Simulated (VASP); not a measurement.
Write the native input for VASP 6.6.1 that does the following.

| Quantity | Value |
| --- | --- |
| Task | single point |
| Functional | PBE |
| Potentials or basis | VASP PAW PBE potentials, release 64 (Zn, Cd, S) |
| Cutoff | 520 eV |
| k mesh | 12 × 12 × 2 |
| Occupations | gaussian, width 0.02 eV |
| Spin | no spin polarisation |
| Dipole correction | no |
| Further INCAR settings | ALGO = Normal; EDIFF = 1e-06; NBANDS = 66 |

The structure of Zn5CdS6 lies in POSCAR:

```
Zn5CdS6
1.0
    3.8936491629      0.0000000000      0.0000000000
   -1.9468245815      3.3719990885      0.0000000000
    0.0000000000      0.0000000000     19.2771703100
Zn Cd S
5 1 6
Direct
    0.3333333333      0.6666666667      0.9958812979
    0.3333333333      0.6666666667      0.6710020844
    0.6666666667      0.3333333333      0.1579405223
    0.6666666667      0.3333333333      0.5086136927
    0.6666666667      0.3333333333      0.8334316935
    0.3333333333      0.6666666667      0.3362051130
    0.3333333333      0.6666666667      0.1183145243
    0.3333333333      0.6666666667      0.4684687018
    0.3333333333      0.6666666667      0.7934351210
    0.6666666667      0.3333333333      0.2798172435
    0.6666666667      0.3333333333      0.6310326838
    0.6666666667      0.3333333333      0.9558573219
```

The input as run:

INCAR

```
PREC = Accurate
ENCUT = 520
EDIFF = 1E-6
ISMEAR = 0
SIGMA = 0.02
LREAL = F
LASPH = T
NELM = 60
ALGO = Normal
ISIF = 2
LWAVE = F
LCHARG = T
GGA = PE
LELF = T
LVHAR = T
NBANDS = 66
```

KPOINTS

```
Automatic mesh
0
Gamma
  12 12 2
```

Potentials or basis: VASP PAW PBE potentials, release 64 (Zn, Cd, S).

Run with:

```bash
$ cat potpaw_PBE.64/Zn/POTCAR potpaw_PBE.64/Cd/POTCAR potpaw_PBE.64/S/POTCAR > POTCAR
$ mpirun -np 1 vasp_std > vasp.out
```

It gave:

| Property | Result |
| --- | --- |
| Pressure | 0.2 GPa |
| Largest force | 0.029 eV/Å |
| Band gap on the k mesh | 1.58 eV, direct |

It took 14 min on 1 thread of Intel(R) Xeon(R) Platinum 8259CL CPU @ 2.50GHz (Skylake/Cascade Lake), with other jobs on the host, peak memory 0.67 GiB.
